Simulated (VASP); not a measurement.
The system is KNaBr2.

```
Na K Br
1.0
     2.16188    1.24816    7.06068
    -2.16188    1.24816    7.06068
     0.00000   -2.49633    7.06068
Na K Br
1 1 2
Direct
  0.00000 0.00000 0.00000
  0.50000 0.50000 0.50000
  0.25000 0.25000 0.25000
  0.75000 0.75000 0.75000
```

* Program: VASP 6.6.1
* Task: relaxation of cell and atoms
* Functional: PBE
* Potentials or basis: VASP PAW PBE potentials, release 64 (Na_pv, K_sv, Br)
* Cutoff: 600 eV
* k mesh: 6 × 6 × 6
* Occupations: fermi-dirac, width 0.02 eV
* Spin: no spin polarisation

At the start: pressure 3.3 GPa; volume 28.58 Å³/atom.

Q: How do energy, volume and symmetry change on relaxing?

A: Over 11 steps the energy falls by 64.2 meV/atom and the volume is 32.38 Å³/atom (+13.3 %); space group R-3m (No. 166, to 0.1 Å) before and after.

The path:
```tsv
step	energy change (eV)	largest force (eV/Å)	pressure (GPa)	volume (Å³)
1	0.0000	0.7345	3.28	114.31
2	-0.1717	0.4706	1.05	124.26
3	-0.2134	0.2654	-0.53	135.65
4	-0.2150	0.2928	-0.33	133.81
5	-0.2149	0.2992	-0.28	133.40
6	-0.2266	0.2591	-0.22	132.57
7	-0.2503	0.1288	-0.03	130.10
8	-0.2392	0.1786	0.54	125.25
9	-0.2560	0.0299	0.14	128.39
10	-0.2560	0.0207	0.16	128.23
11	-0.2568	0.0008	-0.01	129.50
```

Final structure:
```xyz
4
Lattice="2.2474 1.2976 7.4014 -2.2474 1.2976 7.4014 0.0000 -2.5951 7.4014" Properties=species:S:1:pos:R:3 pbc="T T T"
Na    0.0000    0.0000    0.0000
K     0.0000    0.0000   11.1022
Br    0.0000    0.0000    5.7417
Br    0.0000    0.0000   16.4626
```
